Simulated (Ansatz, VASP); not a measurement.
## Zr3O: VASP beside Ansatz

The input INCAR:

```
SYSTEM = Zr3O
PREC = Accurate
ENCUT = 520
EDIFF = 1E-6
ISMEAR = 0
SIGMA = 0.15
LREAL = .FALSE.
LASPH = .TRUE.
NELM = 80
ALGO = Normal
ISIF = 2
LWAVE = .FALSE.
LCHARG = .TRUE.
GGA = PS
LELF = .TRUE.
LVHAR = .TRUE.
NBANDS = 52
```

The input KPOINTS:

```
Automatic mesh
0
G
  9 9 8
  0 0 0
```

File POSCAR:

```
Zr3O
1.0
    5.7786427719      0.0000000000      0.0000000000
   -2.8893213860      5.0044514399      0.0000000000
    0.0000000000      0.0000000000      4.8147651576
Zr O
6 2
Direct
    0.3596178438      0.0000000000      0.0000000000
    0.3596178438      0.3596178438      0.5000000000
    0.0000000000      0.3596178438      0.0000000000
    0.6403821562      0.0000000000      0.5000000000
    0.6403821562      0.6403821562      0.0000000000
    0.0000000000      0.6403821562      0.5000000000
    0.3333333333      0.6666666667      0.2500000000
    0.6666666667      0.3333333333      0.7500000000
```

Input for Ansatz:

```yaml
crystal:
  lattice:
    - [5.7786427719, 0.0, 0.0]
    - [-2.889321386, 5.0044514399, 0.0]
    - [0.0, 0.0, 4.8147651576]
  atoms:
    - { symbol: Zr, position: [0.3596178438, 0.0, 0.0] }
    - { symbol: Zr, position: [0.3596178438, 0.3596178438, 0.5] }
    - { symbol: Zr, position: [0.0, 0.3596178438, 0.0] }
    - { symbol: Zr, position: [0.6403821562, 0.0, 0.5] }
    - { symbol: Zr, position: [0.6403821562, 0.6403821562, 0.0] }
    - { symbol: Zr, position: [0.0, 0.6403821562, 0.5] }
    - { symbol: O, position: [0.3333333333, 0.6666666667, 0.25] }
    - { symbol: O, position: [0.6666666667, 0.3333333333, 0.75] }
basis:
  ecutwfc: 520.0
kpoints:
  mp_grid: { grid: [9, 9, 8] }
hamiltonian:
  xc: pbesol
  pseudopotentials: { kind: paw, azcp: { folder: soft_1 } }
scf:
  occupations: { method: gaussian, width: 0.15 }
output:
  forces: true
  stress: true
  eigenvalues: true
```

Alike in both runs: task single point; functional PBEsol; k mesh 9 × 9 × 8; occupations gaussian, width 0.15 eV; no spin polarisation.

|  | VASP | Ansatz |
| --- | --- | --- |
| version | VASP 6.6.1 | Ansatz 0.2.0 |
| potentials or method | VASP PAW PBE potentials, release 64 (Zr_sv, O), cutoff 520 eV | scalar-relativistic, plane waves, PAW |
| valence electrons in the cell | 84 | 84 |

```tsv
	VASP	Ansatz	Ansatz less VASP
gap on the k mesh at the Fermi level (eV)	none	none	-
pressure (GPa)	5.0	4.8	-0.19
traceless stress, the component that is largest in VASP (GPa)	10.55	10.53	-0.017
rms of the force components (eV/Å)	0.648	0.639	-0.0093
```

VASP's potentials were made for PBE, not for PBEsol, and Ansatz warns of the same on its side. Atom by atom the forces differ by 0.009 eV/Å (rms over components). A gap of «none» marks a metal or a gap that the smearing closes.
